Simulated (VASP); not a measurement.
ZrO2: single point with PBE+D3(BJ)

ZrO2:

```xyz
3
Lattice="0.0000 2.5438 2.5438 2.5438 0.0000 2.5438 2.5438 2.5438 0.0000" Properties=species:S:1:pos:R:3 pbc="T T T"
Zr    0.0000    0.0000    0.0000
O     1.2719    1.2719    1.2719
O     3.8157    3.8157    3.8157
```

```
Program                : VASP 6.6.1
Task                   : single point
Functional             : PBE
Dispersion             : D3(BJ)
Potentials or basis    : VASP PAW PBE potentials, release 64 (Zr_sv, O)
Cutoff                 : 600 eV
k mesh                 : 8 × 8 × 8
Occupations            : gaussian, width 0.02 eV
Spin                   : no spin polarisation
Dipole correction      : no
Further INCAR settings : ALGO = Normal; EDIFF = 1e-06; NBANDS = 19
```

```yaml
Pressure: 0.1 GPa
Band_gap_on_the_k_mesh: 3.36 eV (least direct gap 3.80 eV)
Dispersion_energy_per_atom: -0.267 eV
```

Levels at points of the mesh, in eV from the valence-band top:
| k point | band 9 | band 10 | band 11 | band 12 | band 13 | band 14 | band 15 | band 16 |
| --- | --- | --- | --- | --- | --- | --- | --- | --- |
| (0.00, 0.00, 0.00) | -5.24 | -0.53 | -0.53 | -0.53 | 3.36 | 3.36 | 6.59 | 9.38 |
| (0.50, 0.00, 0.00) | -2.53 | -2.47 | -1.64 | -1.64 | 4.00 | 4.00 | 6.10 | 8.48 |
| (0.50, 0.50, 0.00) | -3.15 | -1.51 | -1.51 | 0.00 | 3.80 | 4.75 | 5.84 | 7.29 |

It took 45 s on 1 thread of Intel Xeon 8259CL (shared host), peak memory 0.19 GiB.

A k mesh can miss the band edges.
